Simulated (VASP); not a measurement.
# TePb (Fm-3m) in VASP: settings compared, part 2 of 2

VASP 6.6.1. Earlier steps stand in the parts before.

## (3) Relaxation of cell and atoms, r2SCAN+D3(BJ)

Input file POSCAR:

```
TePb
1.0
    0.0000000000      3.2310000000      3.2310000000
    3.2310000000      0.0000000000      3.2310000000
    3.2310000000      3.2310000000      0.0000000000
Pb Te
1 1
Direct
    0.0000000000      0.0000000000      0.0000000000
    0.5000000000      0.5000000000      0.5000000000
```

Input file INCAR.step1:

```
ALGO = Normal
EDIFF = 1E-4
ENCUT = 600
GGA = PE
ISMEAR = -1
LASPH = True
LCHARG = False
LREAL = False
LWAVE = True
NELM = 80
PREC = Accurate
SIGMA = 0.05
```

Input file INCAR.step2:

```
ALGO = Normal
EDIFF = 1E-6
EDIFFG = -0.01
ENCUT = 600
IBRION = 2
ISIF = 3
ISMEAR = -1
ISTART = 1
IVDW = 12
LASPH = True
LCHARG = False
LMIXTAU = True
LREAL = False
LWAVE = False
METAGGA = R2SCAN
NELM = 80
NSW = 60
PREC = Accurate
SIGMA = 0.05
VDW_A1 = 0.49484001
VDW_A2 = 5.73083694
VDW_S6 = 1.0
VDW_S8 = 0.78981345
```

Input file KPOINTS:

```
k-points
0
Gamma
  7 7 7
```

Potentials or basis: VASP PAW PBE potentials, release 64 (Pb_d, Te).

Run with:

```sh
cat potpaw_PBE.64/Pb_d/POTCAR potpaw_PBE.64/Te/POTCAR > POTCAR
cp INCAR.step1 INCAR
mpirun -np 1 vasp_std > vasp.out
cp INCAR.step2 INCAR
mpirun -np 1 vasp_std > vasp.out
```

OUTCAR:

```text
EDIFF = 1E-6
   EDIFFG = -0.01
   ENCUT = 600
   IBRION = 2
   ISIF = 3
   ISMEAR = -1
   ISTART = 1
   IVDW = 12
   LASPH = True
   LREAL = False
   METAGGA = R2SCAN
   NELM = 80
   NSW = 60
   PREC = Accurate
 IVDW          = 12

 ion  position               nearest neighbor table
   1  0.000  0.000  0.000-   2 3.23   2 3.23   2 3.23   2 3.23   2 3.23   2 3.23
   2  0.500  0.500  0.500-   1 3.23   1 3.23   1 3.23   1 3.23   1 3.23   1 3.23

  LATTYP: Found a face centered cubic cell.
 ALAT       =     6.4620000000

  Lattice vectors:

 A1 = (   0.0000000000,   3.2310000000,   3.2310000000)
 A2 = (   3.2310000000,   0.0000000000,   3.2310000000)
 A3 = (   3.2310000000,   3.2310000000,   0.0000000000)

Analysis of symmetry for initial positions (statically):
=====================================================================
 Subroutine PRICEL returns:
 Original cell was already a primitive cell.

 Routine SETGRP: Setting up the symmetry group for a
 face centered cubic supercell.

 Subroutine GETGRP returns: Found 48 space group operations
[... 9 lines left out ...]

 Routine SETGRP: Setting up the symmetry group for a
 face centered cubic supercell.

 Subroutine GETGRP returns: Found 48 space group operations
[... 11 lines left out ...]
                                     Primitive cell

  volume of cell :      67.4592

  direct lattice vectors                    reciprocal lattice vectors
     0.000000000  3.231000000  3.231000000    -0.154750851  0.154750851  0.154750851
     3.231000000  0.000000000  3.231000000     0.154750851 -0.154750851  0.154750851
     3.231000000  3.231000000  0.000000000     0.154750851  0.154750851 -0.154750851

  length of vectors
     4.569324020  4.569324020  4.569324020     0.268036337  0.268036337  0.268036337

  position of ions in fractional coordinates (direct lattice)
     0.000000000  0.000000000  0.000000000
     0.500000000  0.500000000  0.500000000

  ion indices of the primitive-cell ions
   primitive index   ion index
                 1           1
                 2           2

----------------------------------------------------------------------------------------

 KPOINTS: k-points

Automatic generation of k-mesh.
 Grid dimensions read from file:
 generate k-points for:    7    7    7

 Generating k-lattice:

  Cartesian coordinates                     Fractional coordinates (reciprocal lattice)
    -0.022107264  0.022107264  0.022107264     0.142857143  0.000000000  0.000000000
     0.022107264 -0.022107264  0.022107264     0.000000000  0.142857143  0.000000000
     0.022107264  0.022107264 -0.022107264     0.000000000  0.000000000  0.142857143

  Length of vectors
     0.038290905  0.038290905  0.038290905

  Shift w.r.t. Gamma in fractional coordinates (k-lattice)
     0.000000000  0.000000000  0.000000000

 Subroutine IBZKPT returns following result:
 ===========================================

 Found     20 irreducible k-points:

 Following reciprocal coordinates:
            Coordinates               Weight
  0.000000  0.000000  0.000000      1.000000
  0.142857  0.000000  0.000000      8.000000
  0.285714  0.000000  0.000000      8.000000
  0.428571  0.000000  0.000000      8.000000
  0.142857  0.142857  0.000000      6.000000
  0.285714  0.142857  0.000000     24.000000
[... 12 lines left out ...]
 -0.428571  0.428571  0.142857     24.000000
 -0.285714  0.428571  0.142857     24.000000
   k-points           NKPTS =     20   k-points in BZ     NKDIM =     20   number of bands    NBANDS=     14
   number of dos      NEDOS =    301   number of ions     NIONS =      2
   total plane-waves  NPLWV =  64000
   dimension x,y,z NGX =    40 NGY =   40 NGZ =   40
   dimension x,y,z NGXF=    80 NGYF=   80 NGZF=   80
   ions per type =               1   1
   NGX,Y,Z   is equivalent  to a cutoff of  14.55, 14.55, 14.55 a.u.
   NGXF,Y,Z  is equivalent  to a cutoff of  29.11, 29.11, 29.11 a.u.
 SYSTEM =  unknown system
   PREC   = accura    normal or accurate (medium, high low for compatibility)
   ISTART =      1    job   : 0-new  1-cont  2-samecut
   ICHARG =      0    charge: 1-file 2-atom 10-const
   ISPIN  =      1    spin polarized calculation?
   LNONCOLLINEAR =      F non collinear calculations
   LSORBIT =      F    spin-orbit coupling
   LASPH  =      T    aspherical Exc in radial PAW
   ENCUT  =  600.0 eV  44.10 Ry    6.64 a.u.   9.13  9.13  9.13*2*pi/ulx,y,z
   NELM   =     80;   NELMIN=  2; NELMDL=  0     # of ELM steps
   EDIFF  = 0.1E-05   stopping-criterion for ELM
   LREAL  =      F    real-space projection
   EDIFFG = -.1E-01   stopping-criterion for IOM
   NSW    =     60    number of steps for IOM
   IBRION =      2    ionic relax: 0-MD 1-quasi-New 2-CG
   NFREE  =      1    steps in history (QN), initial steepest desc. (CG)
   ISIF   =      3    stress and relaxation
   ISYM   =      2    0-nonsym 1-usesym 2-fastsym
   POTIM  = 0.5000    time-step for ionic-motion
   TEBEG  =    0.0;   TEEND  =   0.0 temperature during run
   PSTRESS=    0.0 pullay stress
   NELECT =      20.0000    total number of electrons
   NUPDOWN=      -1.0000    fix difference up-down
   EMIN   =  10.00;   EMAX   =-10.00  energy-range for DOS
   EFERMI =   0.00;   METHOD = LEGACY
   ISMEAR =    -1;   SIGMA  =   0.05  broadening in eV -4-tet -1-fermi 0-gaus
   EFERMI_NEDOS =   21; number of points for ismear=-14 and -15
   IALGO  =     38    algorithm
   IMIX   =      4    mixing-type and parameters
     AMIX     =   0.40;   BMIX     =  1.00
     AMIX_MAG =   1.60;   BMIX_MAG =  1.00
  volume/ion in A,a.u.               =      33.73       227.62
  Fermi-wavevector in a.u.,A,eV,Ry     =   1.091619  2.062861 16.213147  1.191633
  Thomas-Fermi vector in A             =   2.227868
   LORBIT       =      0    0 simple, 1 ext, 2 COOP (PROOUT), +10 PAW based schemes
   METAGGA = R2SCAN    functional components
   LHFCALC =     F    Hartree Fock is set to
   AEXX    =    0.0000 exact exchange contribution
   IVDW    =    12    specifies the selected vdW correction
   LEPSILON=     F    determine dielectric tensor
   LRPA    =     F    only Hartree local field effects (RPA)
 conjugate gradient relaxation of ions
 non-spin polarized calculation
  energy-cutoff  :      600.00
  volume of cell :       67.46
 maximum number of plane-waves:      2259
 NGX is ok and might be reduce to    40
   NGX = 19   NGY = 19   NGZ = 19

--------------------------------------- Ionic step        1  -------------------------------------------

 number of electron      19.9999998 magnetization

 Free energy of the ion-electron system (eV)
  ---------------------------------------------------
  ext. energy  EPLUGINS =         0.00000000
  ---------------------------------------------------
  free energy    TOTEN  =       -82.69621358 eV

  energy without entropy =      -82.69621336  energy(sigma->0) =      -82.69621347

------------------------ aborting loop because EDIFF is reached ----------------------------------------

 Edisp (eV)   -0.37798

 E8    (eV) :    -0.1459

  FORCE on cell =-STRESS in cart. coord.  units (eV):
  Direction    XX          YY          ZZ          XY          YZ          ZX
  --------------------------------------------------------------------------------------
  -------------------------------------------------------------------------------------
  Total       0.26750     0.26750     0.26750    -0.00000    -0.00000     0.00000
  in kB       6.35326     6.35326     6.35326    -0.00000    -0.00000     0.00000
  external pressure =        6.35 kB  Pullay stress =        0.00 kB
[... 61 lines left out ...]
  energy  without entropy=      -83.0757672297  energy(sigma->0) =      -83.07576731

--------------------------------------- Ionic step        3  -------------------------------------------

 number of electron      19.9999999 magnetization

 Free energy of the ion-electron system (eV)
  ---------------------------------------------------
  ext. energy  EPLUGINS =         0.00000000
  ---------------------------------------------------
  free energy    TOTEN  =       -82.70331234 eV

  energy without entropy =      -82.70331216  energy(sigma->0) =      -82.70331225

 E-fermi :   5.8919     XC(G=0):  -9.7491

 val. band max:        5.2432650225   @ k =   0.4286   0.0000   0.0000
 cond. band min:       6.5338432785   @ k =   0.4286   0.0000   0.0000
 fundamental gap:      1.2905782561
 Fermi energy:         5.8918952460

 k-point     1 :       0.0000    0.0000    0.0000
  band No.  band energies     occupation
      1     -12.0201      2.00000
      2     -12.0201      2.00000
      3     -12.0092      2.00000
      4     -12.0092      2.00000
      5     -12.0092      2.00000
      6      -7.0671      2.00000
      7      -0.3395      2.00000
      8       3.8903      2.00000
      9       3.8903      2.00000
     10       3.8903      2.00000
     11       9.6662      0.00000
     12       9.6662      0.00000
     13       9.6662      0.00000
     14      11.5447      0.00000
[... 354 lines left out ...]
  FREE ENERGIE OF THE ION-ELECTRON SYSTEM (eV)
  ---------------------------------------------------
  free  energy   TOTEN  =       -83.0760363515 eV

  energy  without entropy=      -83.0760361748  energy(sigma->0) =      -83.07603626

 reached required accuracy - stopping structural energy minimisation
```

Run time: 4.7 min. Hardware: 1 thread of Intel Xeon 6975P-C, shared host; peak memory 0.28 GiB.

What came out:

```yaml
Free_energy: -83.0760 eV
Relaxed_volume: 34.20 Å³/atom
Relaxed_cell: a = 4.591 Å, b = 4.591 Å, c = 4.591 Å, α = 60.00°, β = 60.00°, γ = 60.00°
Space_group_after_relaxing_to_0.05_Å: Fm-3m (No. 225)
Energy_gained_by_relaxing: 0.9 meV/atom
Ionic_steps: 3
Pressure_after_relaxing: 0.0 GPa
Dispersion_energy_per_atom: -0.186 eV
```

Step by step:
```
step  energy change (eV)  largest force (eV/Å)  pressure (GPa)  volume (Å³)
   1              0.0000                0.0000            0.64        67.46
   2             -0.0016                0.0000           -0.23        68.77
   3             -0.0018                0.0000            0.01        68.40
```

Final structure:
```cif
data_structure
_symmetry_space_group_name_H-M 'P 1'
_symmetry_Int_Tables_number 1
_cell_length_a 4.5906
_cell_length_b 4.5906
_cell_length_c 4.5906
_cell_angle_alpha 60.000
_cell_angle_beta 60.000
_cell_angle_gamma 60.000
_cell_volume 68.40
loop_
_atom_site_label
_atom_site_type_symbol
_atom_site_fract_x
_atom_site_fract_y
_atom_site_fract_z
_atom_site_occupancy
Pb1 Pb 0.00000 0.00000 0.00000 1
Te1 Te 0.50000 0.50000 0.50000 1
```

Caveat: this odd mesh misses L, where the gap lies, so gap, dielectric constants and Born charges aren't listed; the PAW data sets were made with another functional, which shifts forces and pressure a little; spin-orbit coupling is left out, which moves the levels of the heavy elements.
